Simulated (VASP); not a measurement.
Runs of VASP 6.6.1 on SiGe. The structure is that of space group P6_3mc (No. 186), or close to it. The cells are those of the table. 

| cell | gap on the mesh (eV) | pressure (GPa) | largest force (eV/Å) |
| --- | --- | --- | --- |
| a = 4.011, b = 4.011, c = 6.095 Å, angles 90.0, 90.0, 120.0°, 4 atoms | none | (c) | (a) |
| a = 4.118, b = 4.118, c = 5.782 Å, angles 90.0, 90.0, 120.0°, 4 atoms | none | 4.2 | (b) |
| a = 3.671, b = 3.671, c = 7.276 Å, angles 90.0, 90.0, 120.0°, 4 atoms | none | (d) | 0.98 |
| a = 4.202, b = 4.202, c = 5.553 Å, angles 90.0, 90.0, 120.0°, 4 atoms | none | 7.9 | 4.46 |
| a = 3.954, b = 3.954, c = 6.270 Å, angles 90.0, 90.0, 120.0°, 4 atoms | none | 0.2 | 0.46 |
| a = 3.574, b = 3.574, c = 7.675 Å, angles 90.0, 90.0, 120.0°, 4 atoms | none | 7.0 | 1.16 |

Alike in all rows: task single point; level PBEsol; potentials or basis VASP PAW PBE potentials, release 64 (Si, Ge_d); no spin polarisation; k mesh 12 × 12 × 6; cutoff (eV) 520; smearing gaussian 0.03 eV.

Fill in the values left out.

(a) 1.09; (b) 2.71; (c) 1.0; (d) 3.7.

Caveats: the PAW data sets were made with another functional, which shifts forces and pressure a little.

A k mesh can miss the band edges, and the runs leave out spin-orbit coupling on Ge.

A gap of «none» marks levels without a gap at the run's occupations.
